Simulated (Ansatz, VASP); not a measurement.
This is a calculation of GaSb3 for VASP 6.6.1.

File INCAR:

```
SYSTEM = GaSb3
  PREC = Accurate
  ENCUT = 520
  EDIFF = 1E-6
  ISMEAR = -1
  SIGMA = 0.05
  LREAL = .FALSE.
  LASPH = .TRUE.
  NELM = 100
  ALGO = Normal
  ISIF = 2
  LWAVE = .FALSE.
  LCHARG = .TRUE.
  GGA = PE
  LELF = .TRUE.
  LVHAR = .TRUE.
  NBANDS = 22
```

The input KPOINTS:

```
Automatic mesh
0
G
  6 6 6
  0 0 0
```

The input POSCAR:

```
GaSb3
1.0
    0.0000000000      3.7305950000      3.7305950000
    3.7305950000      0.0000000000      3.7305950000
    3.7305950000      3.7305950000      0.0000000000
Sb Ga
3 1
Direct
    0.5003080000      0.5034980000      0.4974400000
    0.7541940000      0.7532790000      0.7501290000
    0.2418540000      0.2649210000      0.2523630000
    0.0068510000      0.0041680000     -0.0055930000
```

Potentials or basis: VASP PAW PBE potentials, release 64 (Sb, Ga_d).

Command:

```console
$ cat potpaw_PBE.64/Sb/POTCAR potpaw_PBE.64/Ga_d/POTCAR > POTCAR
$ mpirun -np 1 vasp_std > vasp.out
```

Translate it to Ansatz 0.2.0. Potentials there: Ansatz PAW.

As run (the cutoff follows the program's own potentials):

Contents of input.yaml:

```yaml
crystal:
  lattice:
    - [0.0, 3.730595, 3.730595]
    - [3.730595, 0.0, 3.730595]
    - [3.730595, 3.730595, 0.0]
  atoms:
    - { symbol: Sb, position: [0.500308, 0.503498, 0.49744] }
    - { symbol: Sb, position: [0.754194, 0.753279, 0.750129] }
    - { symbol: Sb, position: [0.241854, 0.264921, 0.252363] }
    - { symbol: Ga, position: [0.006851, 0.004168, -0.005593] }
hamiltonian:
  xc: pbe
  pseudopotentials: { kind: paw }
kpoints:
  mp_grid: { grid: [6, 6, 6] }
scf:
  occupations: { method: fermi_dirac, width: 0.05 }
output:
  forces: true
  stress: true
  eigenvalues: true
```

Potentials or basis: Ansatz PAW.

Command:

```console
$ ansatz run input.yaml --threads 2 --pin off --max-ram 5120MiB --backend cpu --events-out ev --progress --plain --runs-dir out
```

Both were run:

|  | VASP | Ansatz | Ansatz less VASP |
| --- | --- | --- | --- |
| gap on the k mesh at the Fermi level (eV) | none | none | - |
| pressure (GPa) | -0.6 | -0.5 | +0.10 |
| traceless stress, the component that is largest in VASP (GPa) | 0.39 | 0.40 | 0.000 |
| rms of the force components (eV/Å) | 0.021 | 0.021 | +0.0001 |

Atom by atom the forces differ by 0.000 eV/Å (rms over components). A gap of «none» marks a metal or a gap that the smearing closes. With one functional, cell and mesh, what is left measures potentials, basis and numerics. VASP's potentials hold 28 valence electrons a cell and Ansatz's 58, so a difference there can come from the potentials and not from the codes.

Spin-orbit coupling is off throughout.
